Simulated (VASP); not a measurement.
Wanted: the native input for a VASP 6.6.1 run.

- Task: relaxation of cell and atoms
- Functional: LDA
- Potentials or basis: VASP PAW LDA potentials, release 64 (Ba_sv)
- Cutoff: 500 eV
- k mesh: 5 × 5 × 5
- Occupations: methfessel-paxton, width 0.05 eV
- Spin: no spin polarisation
- Dipole correction: no
- Further INCAR settings: ALGO = Normal; EDIFF = 1e-07; IBRION = 2; EDIFFG = -0.03; NSW = 80; ISIF = 3

The structure of Ba lies in POSCAR:

```
Ba
1.0
    4.3413850340     -0.0000000240     -0.0000000416
   -1.4471283220      4.0930970711     -0.0000000416
   -1.4471283220     -2.0465484754      3.5447260784
Ba
1
Direct
    0.0000000000      0.0000000000      0.0000000000
```

These files were run (other wordings do the same):

INCAR

```
SYSTEM = Ba
PREC     = Accurate       ! precision mode
ENCUT    = 500            ! plane-wave cutoff, eV
EDIFF    = 1E-7           ! SCF threshold, eV
ISMEAR   = 1              ! smearing method
SIGMA    = 0.05           ! smearing width, eV
LREAL    = .False.        ! projectors in reciprocal space
LASPH    = .True.         ! aspherical terms in the spheres
NELM     = 120            ! most SCF steps
ALGO     = Normal         ! electronic algorithm
ISIF     = 3              ! what is computed and relaxed
LWAVE    = .False.        ! write WAVECAR
LCHARG   = .False.        ! write CHGCAR
GGA      = CA             ! functional
IBRION   = 2              ! ionic algorithm
NSW      = 80             ! ionic steps
EDIFFG   = -0.03          ! ionic threshold
GGA_COMPAT= .False.      
NELMIN   = 4
```

KPOINTS

```
Automatic mesh
0
Gamma
  5 5 5
  0 0 0
```

Potentials or basis: VASP PAW LDA potentials, release 64 (Ba_sv).

Launch:

```sh
$ cat potpaw_LDA.64/Ba_sv/POTCAR > POTCAR
$ mpirun -np 1 vasp_std > vasp.out
```

It gave:

| Item | Value |
| --- | --- |
| Relaxed volume | 53.34 Å³/atom |
| Relaxed cell | a = 4.107 Å, b = 4.107 Å, c = 4.107 Å, α = 109.47°, β = 109.47°, γ = 109.47° |
| Space group after relaxing (to 0.1 Å) | Im-3m (No. 229) |
| Energy gained by relaxing | 48.9 meV/atom |
| Ionic steps | 4 |
| Pressure after relaxing | 0.0 GPa |
| Band gap on the k mesh | zero (bands 5 and 6 overlap by 0.93 eV) |

Caveat: the volume moved by over 15 % at a fixed basis, so the end points are rough; spin-orbit coupling is left out, which moves the levels of the heavy elements.

Run time: 6.4 s on 1 thread of Intel(R) Xeon(R) 6975P-C (Granite Rapids), with other jobs on the host, peak memory 0.16 GiB.
